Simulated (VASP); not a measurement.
A run of VASP 6.6.1 is set up as follows.

INCAR

```
  ALGO = Fast
  EDIFF = 1E-6
  ENCUT = 520
  GGA = PE
  ISIF = 2
  ISMEAR = 0
  LASPH = T
  LCHARG = F
  LREAL = F
  LWAVE = F
  NBANDS = 36
  NELM = 100
  PREC = Accurate
  SIGMA = 0.1
```

The input KPOINTS:

```
k-points
0
Gamma
  12 12 12
```

The input POSCAR:

```
Ga3PN2
1.0
    2.8665666217      1.6550130091      3.9536433832
   -2.8665666217      1.6550130091      3.9536433832
    0.0000000000     -3.3100260229      3.9536433812
Ga P N
3 1 2
Direct
    0.0000000000      0.5000000000      0.0000000000
    0.5000000000      0.0000000000      0.0000000000
    0.0000000000      0.0000000000      0.5000000000
    0.0000000000      0.0000000000      0.0000000000
    0.7441134994      0.7441134994      0.7441134994
    0.2558865006      0.2558865006      0.2558865006
```

Potentials or basis: VASP PAW PBE potentials, release 64 (Ga_d, P, N).

Command:

```sh
$ cat potpaw_PBE.64/Ga_d/POTCAR potpaw_PBE.64/P/POTCAR potpaw_PBE.64/N/POTCAR > POTCAR
$ mpirun -np 1 vasp_std > vasp.out
```

Problem. What does it give for the band gap on the k mesh?

Solution. Zero (bands 27 and 28 overlap by 0.16 eV).

Problem. Predict the pressure.

Solution. 0.1 GPa.

Problem. Estimate the largest force.

Solution. 0.038 eV/Å.

Forces on the atoms (eV/Å):
```
Ga   0.000  0.000  0.000
Ga   0.000  0.000  0.000
Ga   0.000  0.000  0.000
P    0.000  0.000  0.000
N    0.000  0.000 -0.038
N    0.000  0.000  0.038
```

Caveat: semilocal functionals underestimate gaps, and a narrow one can read as zero.
